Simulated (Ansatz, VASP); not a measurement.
Two plane-wave programs on Sb

```
CELL_PARAMETERS angstrom
3.41333 0.00000 0.00000
-1.70667 2.95603 0.00000
0.00000 0.00000 5.40014
ATOMIC_POSITIONS crystal
Sb 0.33333 0.66667 0.25000
Sb 0.66667 0.33333 0.75000
```

Change from the starting cell: volume scaled by 1.04, PAW files.

Alike in both runs: task electric field gradients; functional PBE; k mesh 12 × 12 × 7; occupations fermi-dirac, width 0.05 eV; no spin polarisation.

|  | VASP | Ansatz |
| --- | --- | --- |
| version | VASP 6.6.1 | Ansatz 0.2.0 |
| potentials or method | VASP PAW PBE potentials, release 64 (Sb) | PAW with Ansatz's default frozen-core files, scalar-relativistic |
| plane-wave cutoff (eV) | 520 | 420 |
| valence electrons in the cell | 10 | 30 |

```tsv
	VASP	Ansatz	Ansatz less VASP
pressure (GPa)	0.2	0.4	+0.14
traceless stress, the component that is largest in VASP (GPa)	-0.71	-0.70	+0.007
size of Vzz on the site where it differs most (V/Å²)	22.4	24.2	+1.80
```

VASP's potentials hold 10 valence electrons a cell and Ansatz's 30, so a difference there can come from the potentials and not from the codes.

Spin-orbit coupling is off throughout.
